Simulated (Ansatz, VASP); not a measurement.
## One calculation of NaCl, two programs

```xyz
2
Lattice="3.4606 0.0000 0.0000 0.0000 3.4606 0.0000 0.0000 0.0000 3.4606" Properties=species:S:1:pos:R:3 pbc="T T T"
Na    0.0000    0.0000    0.0000
Cl    1.7303    1.7303    1.7303
```

Alike in both runs: task single point; functional r2SCAN; k mesh 6 × 6 × 6; occupations fermi-dirac, width 0.01 eV; no spin polarisation.

|  | VASP | Ansatz |
| --- | --- | --- |
| version | VASP 6.6.1 | Ansatz 0.2.0 |
| potentials or method | VASP PAW PBE potentials, release 64 (Na_pv, Cl), cutoff 550 eV | scalar-relativistic, plane waves, PAW |
| valence electrons in the cell | 14 | 16 |

```csv
,VASP,Ansatz,Ansatz less VASP
pressure (GPa),-0.3,0.0,+0.29
```

VASP's potentials were made for PBE, not for r2SCAN. VASP's potentials hold 14 valence electrons a cell and Ansatz's 16, so a difference there can come from the potentials and not from the codes.
